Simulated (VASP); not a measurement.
The system is Sb.

```
CELL_PARAMETERS angstrom
3.35453 0.00000 0.00000
-1.67727 2.90511 0.00000
0.00000 0.00000 5.47016
ATOMIC_POSITIONS crystal
Sb 0.66667 0.33333 0.75000
Sb 0.33333 0.66667 0.25000
```

| Quantity | Value |
| --- | --- |
| Program | VASP 6.6.1 |
| Task | relaxation of cell and atoms |
| Functional | LDA |
| Potentials or basis | VASP PAW LDA potentials, release 64 (Sb) |
| Cutoff | 600 eV |
| k mesh | 9 × 9 × 5 |
| Occupations | fermi-dirac, width 0.05 eV |
| Spin | no spin polarisation |

At the start: pressure -2.6 GPa; volume 26.65 Å³/atom.

**Question.** Where does the relaxation end?

**Answer.** Over 3 steps the energy falls by 9.3 meV/atom and the volume is 25.57 Å³/atom (-4.1 %); space group P6_3/mmc (No. 194, to 0.05 Å).

The path:
```tsv
step	energy change (eV)	largest force (eV/Å)	pressure (GPa)	volume (Å³)
1	0.0000	0.0000	-2.65	53.31
2	-0.0125	0.0000	1.71	49.98
3	-0.0186	0.0000	-0.01	51.15
```

Final structure:
```
CELL_PARAMETERS angstrom
3.31072 0.00000 0.00000
-1.65536 2.86716 0.00000
0.00000 0.00000 5.38846
ATOMIC_POSITIONS crystal
Sb 0.66667 0.33333 0.75000
Sb 0.33333 0.66667 0.25000
```
